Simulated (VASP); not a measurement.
Wanted: the native input for a VASP 6.6.1 run.

| Quantity | Value |
| --- | --- |
| Task | relaxation of the atoms |
| Functional | PBE |
| Potentials or basis | VASP PAW PBE potentials, release 64 (Al, N) |
| Cutoff | 520 eV |
| k mesh | 9 × 9 × 6 |
| Occupations | gaussian, width 0.05 eV |
| Spin | no spin polarisation |
| Dipole correction | no |
| Further INCAR settings | ALGO = Normal; EDIFF = 1e-06; IBRION = 2; EDIFFG = -0.01; NSW = 50 |

The structure of AlN lies in POSCAR:

```
AlN
1.0
    3.1298889828      0.0000000000      0.0000000000
   -1.5649444914      2.7105633702      0.0000000000
    0.0000000000      0.0000000000      4.8163000000
Al N
2 2
Direct
    0.3333333333      0.6666666667      0.0017290859
    0.6666666667      0.3333333333      0.5017290859
    0.3333333333      0.6666666667      0.3832709141
    0.6666666667      0.3333333333      0.8832709141
```

The input as run:

INCAR

```
SYSTEM = AlN
PREC = Accurate
ENCUT = 520
EDIFF = 1E-6
ISMEAR = 0
SIGMA = 0.05
LREAL = .FALSE.
LASPH = .TRUE.
NELM = 80
ALGO = Normal
ISIF = 2
LWAVE = .FALSE.
LCHARG = .FALSE.
GGA = PE
IBRION = 2
NSW = 50
EDIFFG = -0.01
```

KPOINTS

```
regular mesh
0
G
  9 9 6
  0 0 0
```

Potentials or basis: VASP PAW PBE potentials, release 64 (Al, N).

Run with:

```console
$ cat potpaw_PBE.64/Al/POTCAR potpaw_PBE.64/N/POTCAR > POTCAR
$ mpirun -np 1 vasp_std > vasp.out
```

It gave:

```json
{
 "Energy gained by relaxing": "7.0 meV/atom",
 "Ionic steps": "3",
 "Pressure after relaxing": "7.6 GPa",
 "Band gap on the k mesh": "4.15 eV"
}
```

Caveat: an odd mesh through Γ misses points on the zone boundary, where band edges can lie.

Wall time 22 s on 1 thread of Intel(R) Xeon(R) Platinum 8488C (Sapphire Rapids), on a shared host, peak memory 0.16 GiB.
